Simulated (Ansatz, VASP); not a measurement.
## PtSe2 in VASP and in Ansatz

```
Pt Se
1.0
     5.74650    0.00000    0.00000
     0.00000    5.74650    0.00000
     0.00000    0.00000    3.98136
Pt Se
2 4
Cartesian
  0.0000 0.0000 0.0000
  2.8732 2.8732 1.9907
  1.7770 1.7770 0.0000
  1.0963 4.6502 1.9907
  4.6502 1.0963 1.9907
  3.9695 3.9695 0.0000
```

Alike in both runs: task single point; functional PBE; k mesh 4 × 4 × 6; occupations fermi-dirac, width 0.02 eV; no spin polarisation.

|  | VASP | Ansatz |
| --- | --- | --- |
| version | VASP 6.6.1 | Ansatz 0.2.0 |
| potentials or method | VASP PAW PBE potentials, release 64 (Pt, Se) | plane waves, PAW |
| plane-wave cutoff (eV) | 520 | 420 |
| valence electrons in the cell | 44 | 100 |

```tsv
	VASP	Ansatz	Ansatz less VASP
pressure (GPa)	2.5	2.6	+0.03
traceless stress, the component that is largest in VASP (GPa)	0.33	0.34	+0.014
rms of the force components (eV/Å)	0.011	0.011	-0.0003
```

Atom by atom the forces differ by 0.000 eV/Å (rms over components). VASP's potentials hold 44 valence electrons a cell and Ansatz's 100, so a difference there can come from the potentials and not from the codes.

Spin-orbit coupling is off throughout.
